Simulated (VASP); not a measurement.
# RbCl (Fm-3m) in VASP: notebook

Aim: see how the results for RbCl move with the level of theory and the settings. Levels: r2SCAN, PBE, PBEsol. Tasks: single point, relaxation of cell and atoms.

All numbers are computed with VASP 6.6.1; they aren't measurements. Logs are shortened: lines on timing, memory, paths and dates and some standing lists are left out, and cuts for length are marked.

### Step 1. The cell of the first run

It takes space group Fm-3m (No. 225, cubic). The conventional cell has a = 6.613 Å, b = 6.613 Å, c = 6.613 Å, α = 90.00°, β = 90.00°, γ = 90.00°. Within 4.3 Å of Rb (site symmetry m-3m) lie 6 Cl at 3.31 Å. Cl (site symmetry m-3m) has 6 Rb at 3.31 Å within 4.3 Å.

### Step 2. Single point, r2SCAN

POSCAR

```
RbCl
1.0
    0.0000000000      3.3064195300      3.3064195300
    3.3064195300      0.0000000000      3.3064195300
    3.3064195300      3.3064195300      0.0000000000
Rb Cl
1 1
Direct
    0.0000000000      0.0000000000      0.0000000000
    0.5000000000      0.5000000000      0.5000000000
```

INCAR.step1

```
  PREC = Accurate
  ENCUT = 550
  ISMEAR = -1
  SIGMA = 0.02
  LREAL = False
  LASPH = True
  NELM = 120
  NBANDS = 15
  GGA = PE
  ALGO = Normal
  EDIFF = 1E-5
  LWAVE = True
  LCHARG = False
  GGA_COMPAT = False
```

INCAR.step2

```
  PREC = Accurate
  ENCUT = 550
  EDIFF = 1E-6
  ISMEAR = -1
  SIGMA = 0.02
  LREAL = False
  LASPH = True
  NELM = 120
  ALGO = Normal
  ISIF = 2
  LWAVE = False
  LCHARG = False
  METAGGA = R2SCAN
  LMIXTAU = True
  NBANDS = 15
  ISTART = 1
  GGA_COMPAT = False
```

KPOINTS

```
Automatic mesh
0
Gamma
  8 8 8
```

Potentials or basis: VASP PAW PBE potentials, release 64 (Rb_sv, Cl).

The run is started by

```console
> cat potpaw_PBE.64/Rb_sv/POTCAR potpaw_PBE.64/Cl/POTCAR > POTCAR
> cp INCAR.step1 INCAR
> mpirun -np 1 vasp_std > vasp.out
> cp INCAR.step2 INCAR
> mpirun -np 1 vasp_std > vasp.out
```

OUTCAR:

```text
PREC = Accurate
   ENCUT = 550
   EDIFF = 1E-6
   ISMEAR = -1
   LREAL = False
   LASPH = True
   NELM = 120
   ISIF = 2
   METAGGA = R2SCAN
   ISTART = 1

 ion  position               nearest neighbor table
   1  0.000  0.000  0.000-   2 3.31   2 3.31   2 3.31   2 3.31   2 3.31   2 3.31
   2  0.500  0.500  0.500-   1 3.31   1 3.31   1 3.31   1 3.31   1 3.31   1 3.31

  LATTYP: Found a face centered cubic cell.
 ALAT       =     6.6128390600

  Lattice vectors:

 A1 = (   0.0000000000,   3.3064195300,   3.3064195300)
 A2 = (   3.3064195300,   0.0000000000,   3.3064195300)
 A3 = (   3.3064195300,   3.3064195300,   0.0000000000)

Analysis of symmetry for initial positions (statically):
=====================================================================
 Subroutine PRICEL returns:
 Original cell was already a primitive cell.

 Routine SETGRP: Setting up the symmetry group for a
 face centered cubic supercell.

 Subroutine GETGRP returns: Found 48 space group operations
 (whereof 48 operations were pure point group operations)
 out of a pool of 48 trial point group operations.

The static configuration has the point symmetry O_h .

Analysis of symmetry for dynamics (positions and initial velocities):
=====================================================================
 Subroutine PRICEL returns:
 Original cell was already a primitive cell.

 Routine SETGRP: Setting up the symmetry group for a
 face centered cubic supercell.

 Subroutine GETGRP returns: Found 48 space group operations
 (whereof 48 operations were pure point group operations)
 out of a pool of 48 trial point group operations.

The dynamic configuration has the point symmetry O_h .

 Subroutine INISYM returns: Found 48 space group operations
 (whereof 48 operations are pure point group operations),
 and found     1 'primitive' translations

----------------------------------------------------------------------------------------

                                     Primitive cell

  volume of cell :      72.2943

  direct lattice vectors                    reciprocal lattice vectors
     0.000000000  3.306419530  3.306419530    -0.151220980  0.151220980  0.151220980
     3.306419530  0.000000000  3.306419530     0.151220980 -0.151220980  0.151220980
     3.306419530  3.306419530  0.000000000     0.151220980  0.151220980 -0.151220980

  length of vectors
     4.675983342  4.675983342  4.675983342     0.261922420  0.261922420  0.261922420

  position of ions in fractional coordinates (direct lattice)
     0.000000000  0.000000000  0.000000000
     0.500000000  0.500000000  0.500000000

  ion indices of the primitive-cell ions
   primitive index   ion index
                 1           1
                 2           2

----------------------------------------------------------------------------------------

 KPOINTS: Automatic mesh

Automatic generation of k-mesh.
 Grid dimensions read from file:
 generate k-points for:    8    8    8

 Generating k-lattice:

  Cartesian coordinates                     Fractional coordinates (reciprocal lattice)
    -0.018902622  0.018902622  0.018902622     0.125000000  0.000000000  0.000000000
     0.018902622 -0.018902622  0.018902622     0.000000000  0.125000000  0.000000000
     0.018902622  0.018902622 -0.018902622     0.000000000  0.000000000  0.125000000

  Length of vectors
     0.032740302  0.032740302  0.032740302

  Shift w.r.t. Gamma in fractional coordinates (k-lattice)
     0.000000000  0.000000000  0.000000000

 Subroutine IBZKPT returns following result:
 ===========================================

 Found     29 irreducible k-points:

 Following reciprocal coordinates:
            Coordinates               Weight
  0.000000  0.000000  0.000000      1.000000
  0.125000  0.000000  0.000000      8.000000
  0.250000  0.000000  0.000000      8.000000
  0.375000  0.000000  0.000000      8.000000
  0.500000  0.000000  0.000000      4.000000
  0.125000  0.125000  0.000000      6.000000
[... 16 lines left out ...]
  0.500000  0.250000  0.125000     48.000000
 -0.375000  0.250000  0.125000     24.000000
 [... further k-points ...]
   k-points           NKPTS =     29   k-points in BZ     NKDIM =     29   number of bands    NBANDS=     15
   number of dos      NEDOS =    301   number of ions     NIONS =      2
   total plane-waves  NPLWV =  46656
   dimension x,y,z NGX =    36 NGY =   36 NGZ =   36
   dimension x,y,z NGXF=    72 NGYF=   72 NGZF=   72
   ions per type =               1   1
   NGX,Y,Z   is equivalent  to a cutoff of  12.80, 12.80, 12.80 a.u.
   NGXF,Y,Z  is equivalent  to a cutoff of  25.60, 25.60, 25.60 a.u.
 SYSTEM =  unknown system
   PREC   = accura    normal or accurate (medium, high low for compatibility)
   ISTART =      1    job   : 0-new  1-cont  2-samecut
   ICHARG =      0    charge: 1-file 2-atom 10-const
   ISPIN  =      1    spin polarized calculation?
   LNONCOLLINEAR =      F non collinear calculations
   LSORBIT =      F    spin-orbit coupling
   LASPH  =      T    aspherical Exc in radial PAW
   ENCUT  =  550.0 eV  40.42 Ry    6.36 a.u.   8.94  8.94  8.94*2*pi/ulx,y,z
   NELM   =    120;   NELMIN=  2; NELMDL=  0     # of ELM steps
   EDIFF  = 0.1E-05   stopping-criterion for ELM
   LREAL  =      F    real-space projection
   EDIFFG = 0.1E-04   stopping-criterion for IOM
   NSW    =      0    number of steps for IOM
   IBRION =     -1    ionic relax: 0-MD 1-quasi-New 2-CG
   NFREE  =      0    steps in history (QN), initial steepest desc. (CG)
   ISIF   =      2    stress and relaxation
   ISYM   =      2    0-nonsym 1-usesym 2-fastsym
   POTIM  = 0.5000    time-step for ionic-motion
   TEBEG  =    0.0;   TEEND  =   0.0 temperature during run
   PSTRESS=    0.0 pullay stress
   NELECT =      16.0000    total number of electrons
   NUPDOWN=      -1.0000    fix difference up-down
   EMIN   =  10.00;   EMAX   =-10.00  energy-range for DOS
   EFERMI =   0.00;   METHOD = LEGACY
   ISMEAR =    -1;   SIGMA  =   0.02  broadening in eV -4-tet -1-fermi 0-gaus
   EFERMI_NEDOS =   21; number of points for ismear=-14 and -15
   IALGO  =     38    algorithm
   IMIX   =      4    mixing-type and parameters
     AMIX     =   0.40;   BMIX     =  1.00
     AMIX_MAG =   1.60;   BMIX_MAG =  1.00
  volume/ion in A,a.u.               =      36.15       243.93
  Fermi-wavevector in a.u.,A,eV,Ry     =   0.990255  1.871310 13.341930  0.980604
  Thomas-Fermi vector in A             =   2.121912
   LORBIT       =      0    0 simple, 1 ext, 2 COOP (PROOUT), +10 PAW based schemes
   METAGGA = R2SCAN    functional components
   LHFCALC =     F    Hartree Fock is set to
   AEXX    =    0.0000 exact exchange contribution
   IVDW    =     0    specifies the selected vdW correction
   LEPSILON=     F    determine dielectric tensor
   LRPA    =     F    only Hartree local field effects (RPA)
 non-spin polarized calculation
  energy-cutoff  :      550.00
  volume of cell :       72.29
 maximum number of plane-waves:      2148
   NGX = 17   NGY = 17   NGZ = 17

 number of electron      16.0000002 magnetization

 Free energy of the ion-electron system (eV)
  ---------------------------------------------------
  ext. energy  EPLUGINS =         0.00000000
  ---------------------------------------------------
  free energy    TOTEN  =       -24.38565198 eV

  energy without entropy =      -24.38565198  energy(sigma->0) =      -24.38565198

 E-fermi :  -1.9113     XC(G=0):  -7.7160

 val. band max:       -2.3494057754   @ k =   0.0000   0.0000   0.0000
 cond. band min:       3.2055571673   @ k =   0.0000   0.0000   0.0000
 fundamental gap:      5.5549629427
 Fermi energy:        -1.9113307716

 k-point     1 :       0.0000    0.0000    0.0000
  band No.  band energies     occupation
      1     -27.0219      2.00000
      2     -14.8829      2.00000
      3     -10.5248      2.00000
      4     -10.5248      2.00000
      5     -10.5248      2.00000
      6      -2.3494      2.00000
      7      -2.3494      2.00000
      8      -2.3494      2.00000
      9       3.2056      0.00000
     10       6.2565      0.00000
     11       6.2565      0.00000
     12       6.2565      0.00000
     13       7.4188      0.00000
     14       7.4188      0.00000
     15      10.0036      0.00000

 k-point     2 :       0.1250    0.0000    0.0000
  band No.  band energies     occupation
      1     -27.0197      2.00000
      2     -14.8910      2.00000
      3     -10.5264      2.00000
      4     -10.5264      2.00000
      5     -10.5212      2.00000
      6      -2.4942      2.00000
      7      -2.3991      2.00000
      8      -2.3991      2.00000
      9       3.5600      0.00000
     10       6.0966      0.00000
     11       6.4566      0.00000
     12       6.4566      0.00000
     13       7.6524      0.00000
     14       7.6524      0.00000
     15      10.6815      0.00000

 k-point     3 :       0.2500    0.0000    0.0000
  band No.  band energies     occupation
      1     -27.0143      2.00000
      2     -14.9106      2.00000
      3     -10.5301      2.00000
      4     -10.5301      2.00000
      5     -10.5125      2.00000
      6      -2.8035      2.00000
      7      -2.5149      2.00000
      8      -2.5149      2.00000
      9       4.4424      0.00000
     10       5.9321      0.00000
     11       7.0347      0.00000
     12       7.0347      0.00000
     13       8.2934      0.00000
     14       8.2934      0.00000
     15      11.9501      0.00000
[... 343 lines left out ...]
 k-point    23 :       0.5000    0.2500    0.1250
  band No.  band energies     occupation
      1     -27.0062      2.00000
      2     -14.9027      2.00000
      3     -10.6159      2.00000
      4     -10.5773      2.00000
      5     -10.5214      2.00000
      6      -2.9591      2.00000
      7      -2.6396      2.00000
      8      -2.5417      2.00000
      9       5.5309      0.00000
     10       5.7351      0.00000
     11       8.0661      0.00000
     12       8.2932      0.00000
     13       8.8963      0.00000
     14       9.4307      0.00000
     15      10.2918      0.00000

 k-point    24 :      -0.3750    0.2500    0.1250
  band No.  band energies     occupation
      1     -27.0045      2.00000
      2     -14.9029      2.00000
      3     -10.6161      2.00000
      4     -10.6046      2.00000
      5     -10.5169      2.00000
      6      -2.9711      2.00000
      7      -2.6320      2.00000
      8      -2.6297      2.00000
      9       5.8334      0.00000
     10       5.9934      0.00000
     11       8.1132      0.00000
     12       8.3561      0.00000
     13       9.0804      0.00000
     14      10.1782      0.00000
     15      10.2071      0.00000

 [... further k-points ...]

------------------------ aborting loop because EDIFF is reached ----------------------------------------

  FORCE on cell =-STRESS in cart. coord.  units (eV):
  Direction    XX          YY          ZZ          XY          YZ          ZX
  --------------------------------------------------------------------------------------
  -------------------------------------------------------------------------------------
  Total        0.0102478      0.0102478      0.0102478     -0.0000000      0.0000000      0.0000000
  in kB        0.2271096      0.2271096      0.2271096     -0.0000000      0.0000000      0.0000000
  external PRESSURE =       0.2271096 kB  Pullay stress =       0.0000000 kB

 VOLUME and BASIS-vectors are now :
 -----------------------------------------------------------------------------
  energy-cutoff  :      550.00
  volume of cell :       72.29
      direct lattice vectors                 reciprocal lattice vectors
     0.000000000  3.306419530  3.306419530    -0.151220980  0.151220980  0.151220980
     3.306419530  0.000000000  3.306419530     0.151220980 -0.151220980  0.151220980
     3.306419530  3.306419530  0.000000000     0.151220980  0.151220980 -0.151220980

 POSITION                                       TOTAL-FORCE (eV/Angst)
 -----------------------------------------------------------------------------------
      0.00000      0.00000      0.00000        -0.000000      0.000000      0.000000
      3.30642      3.30642      3.30642         0.000000     -0.000000     -0.000000
 -----------------------------------------------------------------------------------
    total drift:                                0.000000      0.000000      0.000000

  FREE ENERGIE OF THE ION-ELECTRON SYSTEM (eV)
  ---------------------------------------------------
  free  energy   TOTEN  =       -24.3856519837 eV

  energy  without entropy=      -24.3856519837  energy(sigma->0) =      -24.38565198
```

Run time: 93 s. Hardware: 1 thread of AMD EPYC 9R45 (Zen 5), shared host; peak memory 0.19 GiB.

Results:

| Item | Value |
| --- | --- |
| Free energy | -24.3857 eV |
| Pressure | 0.0 GPa |
| Band gap on the k mesh | 5.55 eV |

Levels at points of the mesh, in eV from the valence-band top:
| k point | band 5 | band 6 | band 7 | band 8 | band 9 | band 10 | band 11 | band 12 |
| --- | --- | --- | --- | --- | --- | --- | --- | --- |
| (0.00, 0.00, 0.00) | -8.18 | 0.00 | 0.00 | 0.00 | 5.55 | 8.61 | 8.61 | 8.61 |
| (0.50, 0.00, 0.00) | -8.15 | -0.83 | -0.32 | -0.32 | 8.17 | 8.48 | 10.85 | 10.85 |
| (0.50, 0.50, 0.00) | -8.27 | -0.33 | -0.10 | -0.10 | 6.67 | 8.84 | 10.14 | 10.92 |

Caveat: the PAW data sets were made with another functional, which shifts forces and pressure a little. r2SCAN opens gaps a little over a GGA but as a rule still falls short of measured ones.

### Step 3. Relaxation of cell and atoms, PBE

This run uses another cell than the first one, of 35.09 Å³/atom.

INCAR

```
SYSTEM = RbCl
PREC = Accurate
ENCUT = 500
EDIFF = 1E-7
ISMEAR = -1
SIGMA = 0.02
LREAL = .False.
LASPH = .True.
NELM = 120
ALGO = Normal
ISIF = 3
LWAVE = .False.
LCHARG = .False.
GGA = PE
IBRION = 2
NSW = 80
EDIFFG = -0.01
GGA_COMPAT = .False.
NELMIN = 4
```

KPOINTS

```
Automatic mesh
0
Gamma
  8 8 8
  0 0 0
```

POSCAR

```
RbCl
1.0
    0.0000000000      3.2740000000      3.2740000000
    3.2740000000      0.0000000000      3.2740000000
    3.2740000000      3.2740000000      0.0000000000
Rb Cl
1 1
Direct
    0.0000000000      0.0000000000      0.0000000000
    0.5000000000      0.5000000000      0.5000000000
```

Potentials or basis: VASP PAW PBE potentials, release 64 (Rb_sv, Cl).

The run is started by

```console
> cat potpaw_PBE.64/Rb_sv/POTCAR potpaw_PBE.64/Cl/POTCAR > POTCAR
> mpirun -np 1 vasp_std > vasp.out
```

Run time: 50 s. Hardware: 1 thread of AMD EPYC 9R45 (Zen 5), shared host; peak memory 0.19 GiB.

Results (log left out):

```
Free energy                           : -6.6746 eV
Relaxed volume                        : 37.55 Å³/atom
Relaxed cell                          : a = 4.736 Å, b = 4.736 Å, c = 4.736 Å, α = 60.00°, β = 60.00°, γ = 60.00°
Space group after relaxing (to 0.1 Å) : Fm-3m (No. 225)
Energy gained by relaxing             : 8.2 meV/atom
Ionic steps                           : 4
Pressure after relaxing               : 0.0 GPa
Band gap on the k mesh                : 4.83 eV
```

The path:
| step | energy change (eV) | largest force (eV/Å) | pressure (GPa) | volume (Å³) |
| --- | --- | --- | --- | --- |
| 1 | 0.0000 | 0.0000 | 1.15 | 70.19 |
| 2 | -0.0131 | 0.0000 | 0.49 | 72.78 |
| 3 | -0.0164 | 0.0000 | -0.05 | 75.34 |
| 4 | -0.0164 | 0.0000 | 0.00 | 75.09 |

Final structure:
```cif
data_structure
_symmetry_space_group_name_H-M 'P 1'
_symmetry_Int_Tables_number 1
_cell_length_a 4.7356
_cell_length_b 4.7356
_cell_length_c 4.7356
_cell_angle_alpha 60.000
_cell_angle_beta 60.000
_cell_angle_gamma 60.000
_cell_volume 75.09
loop_
_atom_site_label
_atom_site_type_symbol
_atom_site_fract_x
_atom_site_fract_y
_atom_site_fract_z
_atom_site_occupancy
Rb1 Rb 0.00000 0.00000 0.00000 1
Cl1 Cl 0.50000 0.50000 0.50000 1
```

Levels at points of the mesh, in eV from the valence-band top:
```csv
k point,band 4,band 5,band 6,band 7,band 8,band 9,band 10,band 11,band 12
"(0.00, 0.00, 0.00)",-8.10,-8.10,0.00,0.00,0.00,4.83,7.95,7.95,7.95
"(0.50, 0.00, 0.00)",-8.11,-8.08,-0.79,-0.30,-0.30,7.57,7.78,9.96,9.96
"(0.50, 0.50, 0.00)",-8.18,-8.18,-0.32,-0.10,-0.10,6.24,7.83,9.42,9.95
```

### Step 4. Relaxation of cell and atoms, PBEsol

This run uses another cell than the first one, of 35.09 Å³/atom.

INCAR

```
PREC = Accurate
ENCUT = 500
EDIFF = 1E-7
ISMEAR = -1
SIGMA = 0.02
LREAL = False
LASPH = True
NELM = 120
ALGO = Normal
ISIF = 3
LWAVE = False
LCHARG = False
GGA = PS
IBRION = 2
NSW = 80
EDIFFG = -0.01
GGA_COMPAT = False
NELMIN = 4
```

KPOINTS

```
regular mesh
0
Gamma
  8 8 8
```

POSCAR is that of step 3.

The run is started by

```console
> cat potpaw_PBE.64/Rb_sv/POTCAR potpaw_PBE.64/Cl/POTCAR > POTCAR
> mpirun -np 1 vasp_std > vasp.out
```

Run time: 16 s. Hardware: 1 thread of AMD EPYC 9R45 (Zen 5), shared host; peak memory 0.17 GiB.

It converged, with:

```yaml
Free_energy: -6.8945 eV
Pressure_after_relaxing: 0.0 GPa
Band_gap_on_the_k_mesh: 4.89 eV
```

Final structure:
```
Rb Cl
1.0
     0.00000    3.27400    3.27400
     3.27400    0.00000    3.27400
     3.27400    3.27400    0.00000
Rb Cl
1 1
Direct
  0.00000 0.00000 0.00000
  0.50000 0.50000 0.50000
```

Levels at points of the mesh, in eV from the valence-band top:
```tsv
k point	band 4	band 5	band 6	band 7	band 8	band 9	band 10	band 11	band 12
(0.00, 0.00, 0.00)	-7.90	-7.90	0.00	0.00	0.00	4.89	7.91	7.91	7.91
(0.50, 0.00, 0.00)	-7.91	-7.87	-0.91	-0.36	-0.36	7.65	7.92	10.14	10.14
(0.50, 0.50, 0.00)	-8.01	-8.01	-0.33	-0.10	-0.10	6.07	8.01	9.64	10.04
```

Caveat: the relaxation stopped at its first step, so nothing moved; the PAW data sets were made with another functional, which shifts forces and pressure a little.

### Step 5. The runs side by side

| task | level | cell | cutoff (eV) | gap on the mesh (eV) | pressure (GPa) |
| --- | --- | --- | --- | --- | --- |
| single point | r2SCAN | a = 4.676 Å, angles 60.0°, 2 atoms | 550 | 5.55 | 0.0 |
| relaxation of cell and atoms | PBE | relaxed from a = 4.630 Å, angles 60.0°, 2 atoms | 500 | 4.83 | 0.0 |
| relaxation of cell and atoms | PBEsol | relaxed from a = 4.630 Å, angles 60.0°, 2 atoms | 500 | 4.89 | 0.0 |

Alike in all rows: potentials or basis VASP PAW PBE potentials, release 64 (Rb_sv, Cl); no spin polarisation; k mesh 8 × 8 × 8; smearing fermi-dirac 0.02 eV.

Caveats: the PAW data sets were made with another functional, which shifts forces and pressure a little (at least some runs); the relaxation stopped at its first step, so nothing moved (at least some runs).

Absolute energies hang on the potentials; compare differences alone.
